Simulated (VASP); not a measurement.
# CdS: single point with PBE

CdS:

```
CELL_PARAMETERS angstrom
4.26117 0.00000 0.00000
-2.13058 3.69028 0.00000
0.00000 0.00000 5.80417
ATOMIC_POSITIONS crystal
Cd 0.00000 0.00000 0.44269
S 0.66667 0.33333 0.43431
```

```yaml
Program: VASP 6.6.1
Task: single point
Functional: PBE
Potentials_or_basis: VASP PAW PBE potentials, release 64 (Cd, S)
Cutoff: 520 eV
k_mesh: 7 × 7 × 5
Occupations: gaussian, width 0.024 eV
Spin: no spin polarisation
Dipole_correction: no
Further_INCAR_settings: ALGO = Normal; EDIFF = 1e-06; NBANDS = 16
```

```yaml
Pressure: -0.1 GPa
Band_gap_on_the_k_mesh: 1.47 eV
```

Forces in eV/Å, atoms in the order of the input:
```
Cd   0.000  0.000 -0.002
S    0.000  0.000  0.002
```

Stress tensor (GPa, compression positive):
```
-0.09  0.00  0.00
 0.00 -0.09  0.00
 0.00  0.00 -0.01
```

Levels at points of the mesh, in eV from the valence-band top:
```
           k point  band 7  band 8  band 9  band 10  band 11  band 12
(0.00, 0.00, 0.00)   -1.05    0.00    0.00     1.47     5.58     6.93
```

It took 56 s on 1 thread of Intel Xeon 8259CL (shared host), peak memory 0.23 GiB.

Caveat: an odd mesh through Γ misses points on the zone boundary, where band edges can lie.
